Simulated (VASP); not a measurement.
# Sr: single point with PBEsol

The system is Sr.

```
CELL_PARAMETERS angstrom
4.18070 0.00000 0.00000
-2.09035 3.62059 0.00000
0.00000 0.00000 6.83850
ATOMIC_POSITIONS crystal
Sr 0.33333 0.66667 0.25000
Sr 0.66667 0.33333 0.75000
```

This cell differs from its parent crystal: strain -0.030 along x and y, -0.030 along z.

```json
{"Program": "VASP 6.6.1", "Task": "single point", "Functional": "PBEsol", "Potentials or basis": "VASP PAW PBE potentials, release 64 (Sr_sv)", "Cutoff": "520 eV", "k mesh": "15 × 15 × 8", "Occupations": "gaussian, width 0.15 eV", "Spin": "no spin polarisation"}
```

The pressure is 0.2 GPa. The band gap on the k mesh is zero (bands 10 and 11 overlap by 0.22 eV).

Stress tensor (GPa, compression positive):
```
0.12 0.00 0.00
0.00 0.12 0.00
0.00 0.00 0.21
```

Levels at points of the mesh, in eV from the Fermi level:
| k point | band 8 | band 9 | band 10 | band 11 | band 12 | band 13 |
| --- | --- | --- | --- | --- | --- | --- |
| (0.00, 0.00, 0.00) | -18.31 | -3.77 | -1.20 | 0.13 | 2.34 | 2.34 |
| (0.00, 0.00, 0.50) | -18.33 | -2.78 | -2.78 | 1.28 | 1.28 | 2.34 |

Wall time 81 s on 1 thread of Intel(R) Xeon(R) 6975P-C (Granite Rapids), with other jobs on the host, peak memory 0.36 GiB.

Caveat: the cell differs from its parent crystal (strain -0.030 along x and y, -0.030 along z); the PAW data sets were made with another functional, which shifts forces and pressure a little.
